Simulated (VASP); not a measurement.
# Ta (P6_3/mmc) in VASP: a series of runs

Runs on Ta. Level: LDA. Tasks: relaxation of cell and atoms.

Everything below comes from runs of VASP 6.6.1. Logs are shortened: lines on timing, memory, paths and dates and some standing lists are left out, and cuts for length are marked.

## Step 1: The cell of the first run

It takes space group P6_3/mmc (No. 194, hexagonal). The conventional cell has a = 2.764 Å, b = 2.764 Å, c = 4.902 Å, α = 90.00°, β = 90.00°, γ = 120.00°. Within 3.6 Å of Ta (site symmetry -6m2) lie 12 Ta at 2.76 to 2.92 Å.

This isn't the form of Ta at room conditions, which is bcc.

## Step 2: Relaxation of cell and atoms, LDA, target pressure 21 GPa, at which the enthalpy is minimised

Input file INCAR:

```
SYSTEM = Ta
PREC     = Accurate       ! precision mode
ENCUT    = 600            ! plane-wave cutoff, eV
EDIFF    = 1E-6           ! SCF threshold, eV
ISMEAR   = -1             ! smearing method
SIGMA    = 0.08           ! smearing width, eV
LREAL    = .False.        ! projectors in reciprocal space
LASPH    = .True.         ! aspherical terms in the spheres
NELM     = 100            ! most SCF steps
ALGO     = Normal         ! electronic algorithm
ISIF     = 3              ! what is computed and relaxed
LWAVE    = .False.        ! write WAVECAR
LCHARG   = .False.        ! write CHGCAR
IBRION   = 2              ! ionic algorithm
NSW      = 32             ! ionic steps
EDIFFG   = -0.005         ! ionic threshold
PSTRESS  = 210.0
```

Input file KPOINTS:

```
Automatic mesh
0
Gamma
  16 16 9
  0 0 0
```

Input file POSCAR:

```
Ta
1.0
    2.7644942466      0.0000000000      0.0000000000
   -1.3822471233      2.3941222462      0.0000000000
    0.0000000000      0.0000000000      4.9018768998
Ta
2
Direct
    0.3333333333      0.6666666667      0.2500000000
    0.6666666667      0.3333333333      0.7500000000
```

Potentials or basis: VASP PAW LDA potentials, release 64 (Ta_pv).

Launch:

```console
cat potpaw_LDA.64/Ta_pv/POTCAR > POTCAR
mpirun -np 1 vasp_std > vasp.out
```

OUTCAR:

```text
SYSTEM = Ta
   PREC = Accurate
   ENCUT = 600
   EDIFF = 1E-6
   ISMEAR = -1
   LREAL = .False.
   LASPH = .True.
   NELM = 100
   ISIF = 3
   IBRION = 2
   NSW = 32
   EDIFFG = -0.005
   PSTRESS = 210.0

 ion  position               nearest neighbor table
   1  0.333  0.667  0.250-   2 2.92   2 2.92   2 2.92   2 2.92   2 2.92   2 2.92
   2  0.667  0.333  0.750-   1 2.92   1 2.92   1 2.92   1 2.92   1 2.92   1 2.92

  LATTYP: Found a hexagonal cell.
 ALAT       =     2.7644942466
 C/A-ratio  =     1.7731550376

  Lattice vectors:

 A1 = (   2.7644942466,   0.0000000000,   0.0000000000)
 A2 = (  -1.3822471233,   2.3941222462,   0.0000000000)
 A3 = (   0.0000000000,   0.0000000000,   4.9018768998)

Analysis of symmetry for initial positions (statically):
=====================================================================
 Subroutine PRICEL returns:
 Original cell was already a primitive cell.

 Routine SETGRP: Setting up the symmetry group for a
 hexagonal supercell.

 Subroutine GETGRP returns: Found 24 space group operations
 (whereof 12 operations were pure point group operations)
 out of a pool of 24 trial point group operations.

The static configuration has the point symmetry D_3d.
 The point group associated with its full space group is D_6h.

Analysis of symmetry for dynamics (positions and initial velocities):
=====================================================================
 Subroutine PRICEL returns:
 Original cell was already a primitive cell.

 Routine SETGRP: Setting up the symmetry group for a
 hexagonal supercell.

 Subroutine GETGRP returns: Found 24 space group operations
 (whereof 12 operations were pure point group operations)
 out of a pool of 24 trial point group operations.

The dynamic configuration has the point symmetry D_3d.
 The point group associated with its full space group is D_6h.

 Subroutine INISYM returns: Found 24 space group operations
 (whereof 12 operations are pure point group operations),
 and found     1 'primitive' translations

----------------------------------------------------------------------------------------

                                     Primitive cell

  volume of cell :      32.4433

  direct lattice vectors                    reciprocal lattice vectors
[... 102 lines left out ...]
   ISMEAR =    -1;   SIGMA  =   0.08  broadening in eV -4-tet -1-fermi 0-gaus
   EFERMI_NEDOS =   21; number of points for ismear=-14 and -15
   IALGO  =     38    algorithm
   IMIX   =      4    mixing-type and parameters
     AMIX     =   0.40;   BMIX     =  1.00
     AMIX_MAG =   1.60;   BMIX_MAG =  1.00
  volume/ion in A,a.u.               =      16.22       109.47
  Fermi-wavevector in a.u.,A,eV,Ry     =   1.438272  2.717939 28.145356  2.068625
  Thomas-Fermi vector in A             =   2.557257
   LORBIT       =      0    0 simple, 1 ext, 2 COOP (PROOUT), +10 PAW based schemes
   GGA     = CA    functional components
   LHFCALC =     F    Hartree Fock is set to
   AEXX    =    0.0000 exact exchange contribution
   IVDW    =     0    specifies the selected vdW correction
   LEPSILON=     F    determine dielectric tensor
   LRPA    =     F    only Hartree local field effects (RPA)
 conjugate gradient relaxation of ions
 non-spin polarized calculation
  energy-cutoff  :      600.00
  volume of cell :       32.44
 maximum number of plane-waves:      1111
 NGX is ok and might be reduce to    24
   NGX = 11   NGY = 11   NGZ = 19

--------------------------------------- Ionic step        1  -------------------------------------------

 number of electron      22.0000002 magnetization

 Free energy of the ion-electron system (eV)
  ---------------------------------------------------
  ext. energy  EPLUGINS =         0.00000000
  ---------------------------------------------------
  free energy    TOTEN  =       -24.87317721 eV

  energy without entropy =      -24.82720031  energy(sigma->0) =      -24.85018876

------------------------ aborting loop because EDIFF is reached ----------------------------------------

  FORCE on cell =-STRESS in cart. coord.  units (eV):
  Direction    XX          YY          ZZ          XY          YZ          ZX
  --------------------------------------------------------------------------------------
  -------------------------------------------------------------------------------------
  Total        4.4819739      4.4819739      4.4724441      0.0000000      0.0000000     -0.0000000
  in kB      221.3377486    221.3377486    220.8671319      0.0000000      0.0000000     -0.0000000
  external PRESSURE =      11.1808763 kB  Pullay stress =     210.0000000 kB
[... 177 lines left out ...]
--------------------------------------- Ionic step        6  -------------------------------------------

 number of electron      22.0000003 magnetization

 Free energy of the ion-electron system (eV)
  ---------------------------------------------------
  ext. energy  EPLUGINS =         0.00000000
  ---------------------------------------------------
  free energy    TOTEN  =       -24.89074860 eV

  energy without entropy =      -24.84451836  energy(sigma->0) =      -24.86763348

 E-fermi :   6.7392     XC(G=0): -13.3038

 val. band max:        6.7358241653   @ k =   0.0625   0.0000   0.1111
 cond. band min:       6.7401355611   @ k =   0.0625   0.0625   0.4444
 fundamental gap:      0.0043113958
 Fermi energy:         6.7391746855

 k-point     1 :       0.0000    0.0000    0.0000
  band No.  band energies     occupation
      1     -27.7328      2.00000
      2     -26.3671      2.00000
      3     -26.2383      2.00000
      4     -26.2383      2.00000
      5     -26.1028      2.00000
      6     -26.1028      2.00000
      7      -1.9301      2.00000
      8       1.3378      2.00000
      9       5.9301      1.99992
     10       7.2207      0.00485
     11       7.2207      0.00485
     12       7.2930      0.00197
     13       7.9212      0.00000
     14       7.9212      0.00000
[... 401 lines left out ...]
      2     -27.3873      2.00000
      3     -27.1520      2.00000
      4     -26.7761      2.00000
      5     -26.6110      2.00000
      6     -26.5224      2.00000
      7       2.6618      2.00000
      8       3.4258      2.00000
      9       4.0052      2.00000
     10       4.9213      2.00000
     11       6.1546      1.99866
     12       6.7845      0.72383
     13       7.5357      0.00009
     14       9.3768      0.00000
     15      12.2318      0.00000

 [... further k-points ...]

------------------------ aborting loop because EDIFF is reached ----------------------------------------

  FORCE on cell =-STRESS in cart. coord.  units (eV):
  Direction    XX          YY          ZZ          XY          YZ          ZX
  --------------------------------------------------------------------------------------
  -------------------------------------------------------------------------------------
  Total        4.2734865      4.2734865      4.2774903      0.0000000      0.0000000     -0.0000000
  in kB      210.1959653    210.1959653    210.3928977      0.0000000      0.0000000     -0.0000000
  external PRESSURE =       0.2616094 kB  Pullay stress =     210.0000000 kB
[... 21 lines left out ...]
  energy  without entropy=      -24.8445183620  energy(sigma->0) =      -24.86763348

  enthalpy is  TOTEN    =       -20.6212462384 eV   P V=        4.2695023604

 reached required accuracy - stopping structural energy minimisation
```

OSZICAR:

```text
N       E                     dE             d eps       ncg     rms          rms(c)
DAV:   1     0.172869907898E+03    0.17287E+03   -0.14407E+04  4500   0.172E+03
DAV:   2    -0.219773683513E+02   -0.19485E+03   -0.19307E+03  5557   0.423E+02
[... 36 lines left out ...]
   5 F= -.20621238E+02 E0= -.20598140E+02  d E =0.642243E-05
       N       E                     dE             d eps       ncg     rms          rms(c)
DAV:   1    -0.248907896020E+02   -0.24980E-02   -0.14543E-03  4528   0.487E-01    0.608E-02
DAV:   2    -0.248907572486E+02    0.32353E-04   -0.52215E-05  4626   0.771E-02    0.242E-02
DAV:   3    -0.248907483915E+02    0.88571E-05   -0.28490E-05  5053   0.570E-02    0.772E-03
DAV:   4    -0.248907485989E+02   -0.20737E-06   -0.53601E-07  2439   0.746E-03
   6 F= -.20621246E+02 E0= -.20598131E+02  d E =-.151144E-05
```

It took 67 s on 1 thread of Intel Xeon 6975P-C (Granite Rapids), shared host; peak memory 0.21 GiB.

What came out:

```
Free energy                                                : -24.8907 eV
Relaxed volume                                             : 16.29 Å³/atom
Relaxed cell                                               : a = 2.768 Å, b = 2.768 Å, c = 4.908 Å, α = 90.00°, β = 90.00°, γ = 120.00°
Space group after relaxing (to 0.1 Å)                      : P6_3/mmc (No. 194)
Energy change on relaxing (the run minimises the enthalpy) : -8.8 meV/atom
Ionic steps                                                : 6
Pressure after relaxing                                    : 21.0 GPa
Band gap on the k mesh                                     : zero (bands 11 and 12 overlap by 2.59 eV)
```

Step by step:
```csv
step,energy change (eV),largest force (eV/Å),pressure (GPa),volume (Å³)
1,0.0000,0.0000,22.12,32.44
2,-0.0661,0.0000,17.46,32.98
3,-0.0178,0.0000,21.04,32.58
4,-0.0183,0.0000,20.94,32.58
5,-0.0151,0.0000,21.10,32.56
6,-0.0176,0.0000,21.03,32.57
```

Final structure:
```
CELL_PARAMETERS angstrom
2.76822 0.00000 0.00000
-1.38411 2.39735 0.00000
0.00000 0.00000 4.90837
ATOMIC_POSITIONS crystal
Ta 0.33333 0.66667 0.25000
Ta 0.66667 0.33333 0.75000
```

Levels at points of the mesh, in eV from the Fermi level:
```csv
k point,band 8,band 9,band 10,band 11,band 12,band 13,band 14,band 15
"(0.00, 0.00, 0.00)",-5.40,-0.81,0.48,0.48,0.55,1.18,1.18,3.26
"(0.50, 0.00, 0.00)",-4.51,-4.07,-0.45,-0.08,0.62,0.71,6.51,7.54
```

Caveat: the cell is relaxed towards a set pressure, so the run minimises the enthalpy, not the energy; spin-orbit coupling is left out, which moves the levels of the heavy elements.

## Step 3: Relaxation of cell and atoms, LDA, target pressure 21 GPa, at which the enthalpy is minimised

This run uses another cell than the first one, of 16.34 Å³/atom.

Input file INCAR:

```
PREC = Accurate
ENCUT = 600
EDIFF = 1E-6
ISMEAR = -1
SIGMA = 0.08
LREAL = F
LASPH = T
NELM = 60
ALGO = Normal
ISIF = 3
LWAVE = F
LCHARG = F
IBRION = 2
NSW = 60
EDIFFG = -0.005
PSTRESS = 210.0
```

Input file KPOINTS:

```
Automatic mesh
0
Gamma
  16 16 9
```

Input file POSCAR:

```
Ta
1.0
    2.8558334948      0.0000000000      0.0000000000
   -1.4279167474      2.4732243554      0.0000000000
    0.0000000000      0.0000000000      4.6264502615
Ta
2
Direct
    0.3333333333      0.6666666667      0.2500000000
    0.6666666667      0.3333333333      0.7500000000
```

Potentials or basis: VASP PAW LDA potentials, release 64 (Ta_pv).

Launch:

```console
cat potpaw_LDA.64/Ta_pv/POTCAR > POTCAR
mpirun -np 1 vasp_std > vasp.out
```

Run time: 2.6 min. Hardware: 1 thread of Intel Xeon 6975P-C (Granite Rapids), shared host; peak memory 0.21 GiB.

Results (log left out):

| Property | Result |
| --- | --- |
| Free energy | -24.8907 eV |
| Relaxed volume | 16.29 Å³/atom |
| Relaxed cell | a = 2.768 Å, b = 2.768 Å, c = 4.908 Å, α = 90.00°, β = 90.00°, γ = 120.00° |
| Space group after relaxing (to 0.1 Å) | P6_3/mmc (No. 194) |
| Energy change on relaxing (the run minimises the enthalpy) | -46.9 meV/atom |
| Ionic steps | 13 |
| Pressure after relaxing | 21.0 GPa |
| Band gap on the k mesh | zero (bands 11 and 12 overlap by 2.59 eV) |

Step by step:
```csv
step,energy change (eV),largest force (eV/Å),pressure (GPa),volume (Å³)
1,0.0000,0.0000,19.89,32.68
2,-0.0161,0.0000,25.15,32.10
3,-0.0017,0.0000,26.51,31.96
4,-0.1952,0.0000,11.73,33.80
5,-0.0870,0.0000,21.44,32.53
6,-0.0843,0.0000,21.61,32.51
7,-0.0829,0.0000,21.71,32.49
8,-0.0975,0.0000,20.68,32.60
9,-0.0919,0.0000,21.11,32.56
10,-0.0922,0.0000,21.08,32.56
11,-0.0952,0.0000,20.92,32.58
12,-0.0942,0.0000,20.94,32.58
13,-0.0937,0.0000,20.98,32.57
```

Final structure:
```cif
data_structure
_symmetry_space_group_name_H-M 'P 1'
_symmetry_Int_Tables_number 1
_cell_length_a 2.7684
_cell_length_b 2.7684
_cell_length_c 4.9078
_cell_angle_alpha 90.000
_cell_angle_beta 90.000
_cell_angle_gamma 120.000
_cell_volume 32.57
loop_
_atom_site_label
_atom_site_type_symbol
_atom_site_fract_x
_atom_site_fract_y
_atom_site_fract_z
_atom_site_occupancy
Ta1 Ta 0.33333 0.66667 0.25000 1
Ta2 Ta 0.66667 0.33333 0.75000 1
```

Levels at points of the mesh, in eV from the Fermi level:
```tsv
k point	band 8	band 9	band 10	band 11	band 12	band 13	band 14	band 15
(0.00, 0.00, 0.00)	-5.40	-0.81	0.48	0.48	0.56	1.18	1.18	3.26
(0.50, 0.00, 0.00)	-4.51	-4.07	-0.45	-0.08	0.62	0.71	6.51	7.54
```

Caveat: the cell is relaxed towards a set pressure, so the run minimises the enthalpy, not the energy; spin-orbit coupling is left out, which moves the levels of the heavy elements.
